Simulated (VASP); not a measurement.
Crystal: AlAs.

```
CELL_PARAMETERS angstrom
0.00000 2.83040 2.83040
2.83040 0.00000 2.83040
2.83040 2.83040 0.00000
ATOMIC_POSITIONS crystal
Al 0.00000 0.00000 0.00000
As 0.75000 0.75000 0.75000
```

Base run:

- Program: VASP 6.6.1
- Functional: r2SCAN
- Potentials or basis: VASP PAW PBE potentials, release 64 (Al, As)
- Cutoff: 550 eV
- k mesh: 8 × 8 × 8
- Occupations: gaussian, width 0.05 eV
- Spin: no spin polarisation

Its results: band gap on the k mesh 1.79 eV (least direct gap 2.71 eV); pressure 0.7 GPa.

Q: The run is repeated on the same cell with these changes: functional from r2SCAN to PBE; cutoff from 550 eV to 500 eV; occupations from gaussian, width 0.05 eV to tetrahedron. What comes out?

A: Band gap on the k mesh 1.43 eV (least direct gap 2.06 eV); pressure 2.8 GPa.

Caveats: the PAW data sets were made with another functional, which shifts forces and pressure a little (at least some runs).

A k mesh can miss the band edges.
